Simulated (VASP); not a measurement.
# PtSe2 (Fm-3m) in VASP: a series of runs

Aim: see how the results for PtSe2 move with the level of theory and the settings. Levels: PBE, r2SCAN. Tasks: single point.

Everything below comes from runs of VASP 6.6.1. Logs are shortened: lines on timing, memory, paths and dates and some standing lists are left out, and cuts for length are marked.

**1. The cell of the first run**

The structure is cubic, space group Fm-3m (No. 225). The conventional cell has a = 6.415 Å, b = 6.415 Å, c = 6.415 Å, α = 90.00°, β = 90.00°, γ = 90.00°. Within 3.7 Å of Pt (site symmetry m-3m) lie 8 Se at 2.78 Å. Within 3.7 Å of Se (site symmetry -43m) lie 4 Pt at 2.78 Å and 6 Se at 3.21 Å.

**2. Single point, PBE (22.00 Å³/atom)**

The input, INCAR:

```
SYSTEM = PtSe2
ALGO = Normal ; EDIFF = 1E-6
ENCUT = 520 ; GGA = PE
ISIF = 2 ; ISMEAR = -1
LASPH = .TRUE. ; LCHARG = .FALSE.
LREAL = .FALSE. ; LWAVE = .FALSE.
NBANDS = 18 ; NELM = 80
PREC = Accurate ; SIGMA = 0.02
```

The input, KPOINTS:

```
k-points
0
G
  6 6 6
  0 0 0
```

The input, POSCAR:

```
PtSe2
1.0
    0.0000000000      3.2076377908      3.2076377908
    3.2076377908      0.0000000000      3.2076377908
    3.2076377908      3.2076377908      0.0000000000
Pt Se
1 2
Direct
    0.0000000000      0.0000000000      0.0000000000
    0.2500000000      0.2500000000      0.2500000000
    0.7500000000      0.7500000000      0.7500000000
```

Potentials or basis: VASP PAW PBE potentials, release 64 (Pt, Se).

On the command line:

```bash
$ cat potpaw_PBE.64/Pt/POTCAR potpaw_PBE.64/Se/POTCAR > POTCAR
$ mpirun -np 1 vasp_std > vasp.out
```

OUTCAR:

```text
SYSTEM = PtSe2
   EDIFF = 1E-6
   ENCUT = 520
   GGA = PE
   ISIF = 2
   ISMEAR = -1
   LASPH = .TRUE.
   LREAL = .FALSE.
   NELM = 80
   PREC = Accurate

 ion  position               nearest neighbor table
   1  0.000  0.000  0.000-   3 2.78   3 2.78   3 2.78   2 2.78   3 2.78   2 2.78   2 2.78   2 2.78

   2  0.250  0.250  0.250-   1 2.78   1 2.78   1 2.78   1 2.78
   3  0.750  0.750  0.750-   1 2.78   1 2.78   1 2.78   1 2.78

  LATTYP: Found a face centered cubic cell.
 ALAT       =     6.4152755816

  Lattice vectors:

 A1 = (   0.0000000000,   3.2076377908,   3.2076377908)
 A2 = (   3.2076377908,   0.0000000000,   3.2076377908)
 A3 = (   3.2076377908,   3.2076377908,   0.0000000000)

Analysis of symmetry for initial positions (statically):
=====================================================================
 Subroutine PRICEL returns:
 Original cell was already a primitive cell.

 Routine SETGRP: Setting up the symmetry group for a
 face centered cubic supercell.

 Subroutine GETGRP returns: Found 48 space group operations
 (whereof 48 operations were pure point group operations)
 out of a pool of 48 trial point group operations.

The static configuration has the point symmetry O_h .

Analysis of symmetry for dynamics (positions and initial velocities):
=====================================================================
 Subroutine PRICEL returns:
 Original cell was already a primitive cell.

 Routine SETGRP: Setting up the symmetry group for a
 face centered cubic supercell.

 Subroutine GETGRP returns: Found 48 space group operations
 (whereof 48 operations were pure point group operations)
 out of a pool of 48 trial point group operations.

The dynamic configuration has the point symmetry O_h .

 Subroutine INISYM returns: Found 48 space group operations
 (whereof 48 operations are pure point group operations),
 and found     1 'primitive' translations

----------------------------------------------------------------------------------------

                                     Primitive cell

  volume of cell :      66.0064

  direct lattice vectors                    reciprocal lattice vectors
     0.000000000  3.207637791  3.207637791    -0.155877949  0.155877949  0.155877949
     3.207637791  0.000000000  3.207637791     0.155877949 -0.155877949  0.155877949
     3.207637791  3.207637791  0.000000000     0.155877949  0.155877949 -0.155877949

  length of vectors
     4.536284867  4.536284867  4.536284867     0.269988527  0.269988527  0.269988527

  position of ions in fractional coordinates (direct lattice)
     0.000000000  0.000000000  0.000000000
     0.250000000  0.250000000  0.250000000
     0.750000000  0.750000000  0.750000000

  ion indices of the primitive-cell ions
   primitive index   ion index
                 1           1
                 2           2
                 3           3

----------------------------------------------------------------------------------------

 KPOINTS: k-points

Automatic generation of k-mesh.
 Grid dimensions read from file:
 generate k-points for:    6    6    6

 Generating k-lattice:

  Cartesian coordinates                     Fractional coordinates (reciprocal lattice)
    -0.025979658  0.025979658  0.025979658     0.166666667  0.000000000  0.000000000
     0.025979658 -0.025979658  0.025979658     0.000000000  0.166666667  0.000000000
     0.025979658  0.025979658 -0.025979658     0.000000000  0.000000000  0.166666667

  Length of vectors
     0.044998088  0.044998088  0.044998088

  Shift w.r.t. Gamma in fractional coordinates (k-lattice)
     0.000000000  0.000000000  0.000000000

 Subroutine IBZKPT returns following result:
 ===========================================

 Found     16 irreducible k-points:

 Following reciprocal coordinates:
            Coordinates               Weight
  0.000000  0.000000  0.000000      1.000000
  0.166667  0.000000  0.000000      8.000000
  0.333333  0.000000  0.000000      8.000000
  0.500000  0.000000  0.000000      4.000000
  0.166667  0.166667  0.000000      6.000000
  0.333333  0.166667  0.000000     24.000000
[... 8 lines left out ...]
 -0.333333  0.333333  0.166667     24.000000
 -0.333333  0.500000  0.166667     12.000000
   k-points           NKPTS =     16   k-points in BZ     NKDIM =     16   number of bands    NBANDS=     18
   number of dos      NEDOS =    301   number of ions     NIONS =      3
   total plane-waves  NPLWV =  46656
   dimension x,y,z NGX =    36 NGY =   36 NGZ =   36
   dimension x,y,z NGXF=    72 NGYF=   72 NGZF=   72
   ions per type =               1   2
   NGX,Y,Z   is equivalent  to a cutoff of  13.19, 13.19, 13.19 a.u.
   NGXF,Y,Z  is equivalent  to a cutoff of  26.39, 26.39, 26.39 a.u.
 SYSTEM =  PtSe2
   PREC   = accura    normal or accurate (medium, high low for compatibility)
   ISTART =      0    job   : 0-new  1-cont  2-samecut
   ICHARG =      2    charge: 1-file 2-atom 10-const
   ISPIN  =      1    spin polarized calculation?
   LNONCOLLINEAR =      F non collinear calculations
   LSORBIT =      F    spin-orbit coupling
   LASPH  =      T    aspherical Exc in radial PAW
   ENCUT  =  520.0 eV  38.22 Ry    6.18 a.u.   8.43  8.43  8.43*2*pi/ulx,y,z
   NELM   =     80;   NELMIN=  2; NELMDL= -5     # of ELM steps
   EDIFF  = 0.1E-05   stopping-criterion for ELM
   LREAL  =      F    real-space projection
   EDIFFG = 0.1E-04   stopping-criterion for IOM
   NSW    =      0    number of steps for IOM
   IBRION =     -1    ionic relax: 0-MD 1-quasi-New 2-CG
   NFREE  =      0    steps in history (QN), initial steepest desc. (CG)
   ISIF   =      2    stress and relaxation
   ISYM   =      2    0-nonsym 1-usesym 2-fastsym
   POTIM  = 0.5000    time-step for ionic-motion
   TEBEG  =    0.0;   TEEND  =   0.0 temperature during run
   PSTRESS=    0.0 pullay stress
   NELECT =      22.0000    total number of electrons
   NUPDOWN=      -1.0000    fix difference up-down
   EMIN   =  10.00;   EMAX   =-10.00  energy-range for DOS
   EFERMI =   0.00;   METHOD = LEGACY
   ISMEAR =    -1;   SIGMA  =   0.02  broadening in eV -4-tet -1-fermi 0-gaus
   EFERMI_NEDOS =   21; number of points for ismear=-14 and -15
   IALGO  =     38    algorithm
   IMIX   =      4    mixing-type and parameters
     AMIX     =   0.40;   BMIX     =  1.00
     AMIX_MAG =   1.60;   BMIX_MAG =  1.00
  volume/ion in A,a.u.               =      22.00       148.48
  Fermi-wavevector in a.u.,A,eV,Ry     =   1.135064  2.144960 17.529346  1.288371
  Thomas-Fermi vector in A             =   2.271769
   LORBIT       =      0    0 simple, 1 ext, 2 COOP (PROOUT), +10 PAW based schemes
   GGA     = PE    functional components
   LHFCALC =     F    Hartree Fock is set to
   AEXX    =    0.0000 exact exchange contribution
   IVDW    =     0    specifies the selected vdW correction
   LEPSILON=     F    determine dielectric tensor
   LRPA    =     F    only Hartree local field effects (RPA)
 non-spin polarized calculation
  energy-cutoff  :      520.00
  volume of cell :       66.01
 maximum number of plane-waves:      1807
 NGX is ok and might be reduce to    36
   NGX = 17   NGY = 17   NGZ = 17

 number of electron      22.0000000 magnetization

 Free energy of the ion-electron system (eV)
  ---------------------------------------------------
  ext. energy  EPLUGINS =         0.00000000
  ---------------------------------------------------
  free energy    TOTEN  =       -12.75945852 eV

  energy without entropy =      -12.75385938  energy(sigma->0) =      -12.75665895

 E-fermi :   5.9420     XC(G=0): -10.3218

 val. band max:        5.9322972996   @ k =   0.1667   0.0000   0.0000
 cond. band min:       5.9547820106   @ k =   0.0000   0.0000   0.0000
 fundamental gap:      0.0224847110
 Fermi energy:         5.9420006375

 k-point     1 :       0.0000    0.0000    0.0000
  band No.  band energies     occupation
      1      -9.6050      2.00000
      2      -6.2501      2.00000
      3      -0.2860      2.00000
      4      -0.2860      2.00000
      5      -0.2860      2.00000
      6       2.4034      2.00000
[... 10 lines left out ...]
     17       9.4265      0.00000
     18      13.2978      0.00000

 k-point     2 :       0.1667    0.0000    0.0000
  band No.  band energies     occupation
      1      -9.4001      2.00000
      2      -6.5646      2.00000
      3      -0.1417      2.00000
      4      -0.1417      2.00000
      5       0.2707      2.00000
      6       2.2581      2.00000
[... 10 lines left out ...]
     17      10.4151      0.00000
     18      14.1924      0.00000

 k-point     3 :       0.3333    0.0000    0.0000
  band No.  band energies     occupation
      1      -8.8429      2.00000
      2      -7.2552      2.00000
      3       0.1864      2.00000
      4       0.1864      2.00000
      5       1.3333      2.00000
      6       1.5440      2.00000
[... 10 lines left out ...]
     17      12.3128      0.00000
     18      15.6157      0.00000

 k-point     4 :       0.5000    0.0000    0.0000
  band No.  band energies     occupation
      1      -8.1983      2.00000
      2      -7.9333      2.00000
      3       0.3684      2.00000
      4       0.3684      2.00000
      5       0.6918      2.00000
      6       2.4630      2.00000
[... 207 lines left out ...]
      4      -0.1322      2.00000
      5       0.6179      2.00000
      6       1.6919      2.00000
[... 10 lines left out ...]
     17      13.7928      0.00000
     18      14.2901      0.00000

 k-point    15 :      -0.3333    0.3333    0.1667
  band No.  band energies     occupation
      1      -7.9780      2.00000
      2      -7.9063      2.00000
      3      -0.8590      2.00000
      4      -0.2505      2.00000
      5       0.9634      2.00000
      6       1.5302      2.00000
[... 10 lines left out ...]
     17      14.0028      0.00000
     18      14.7057      0.00000

 k-point    16 :      -0.3333    0.5000    0.1667
  band No.  band energies     occupation
      1      -8.0839      2.00000
      2      -7.6933      2.00000
      3      -1.3886      2.00000
      4      -0.1170      2.00000
      5       1.0597      2.00000
      6       1.5649      2.00000
[... 10 lines left out ...]
     17      14.1948      0.00000
     18      15.1208      0.00000

------------------------ aborting loop because EDIFF is reached ----------------------------------------

  FORCE on cell =-STRESS in cart. coord.  units (eV):
  Direction    XX          YY          ZZ          XY          YZ          ZX
  --------------------------------------------------------------------------------------
  -------------------------------------------------------------------------------------
  Total       -2.2708739     -2.2708739     -2.2708739      0.0000000      0.0000000     -0.0000000
  in kB      -55.1210695    -55.1210695    -55.1210695      0.0000000      0.0000000     -0.0000000
  external PRESSURE =     -55.1210695 kB  Pullay stress =       0.0000000 kB

 VOLUME and BASIS-vectors are now :
 -----------------------------------------------------------------------------
  energy-cutoff  :      520.00
  volume of cell :       66.01
      direct lattice vectors                 reciprocal lattice vectors
     0.000000000  3.207637791  3.207637791    -0.155877949  0.155877949  0.155877949
     3.207637791  0.000000000  3.207637791     0.155877949 -0.155877949  0.155877949
     3.207637791  3.207637791  0.000000000     0.155877949  0.155877949 -0.155877949

 POSITION                                       TOTAL-FORCE (eV/Angst)
 -----------------------------------------------------------------------------------
      0.00000      0.00000      0.00000        -0.000000     -0.000000     -0.000000
      1.60382      1.60382      1.60382         0.000000      0.000000      0.000000
      4.81146      4.81146      4.81146        -0.000000     -0.000000     -0.000000
 -----------------------------------------------------------------------------------
    total drift:                                0.000000      0.000000      0.000000

  FREE ENERGIE OF THE ION-ELECTRON SYSTEM (eV)
  ---------------------------------------------------
  free  energy   TOTEN  =       -12.7594585208 eV

  energy  without entropy=      -12.7538593816  energy(sigma->0) =      -12.75665895
```

It took 33 s on 1 thread of Intel Xeon 8259CL, shared host; peak memory 0.2 GiB.

What came out:

| Item | Value |
| --- | --- |
| Free energy | -12.7595 eV |
| Pressure | -5.5 GPa |
| Band gap on the k mesh | zero (bands 11 and 12 overlap by 0.39 eV) |

Caveat: the cell stands under tension; spin-orbit coupling is left out, which moves the levels of the heavy elements.

(Part 1 of 3 ends here.)
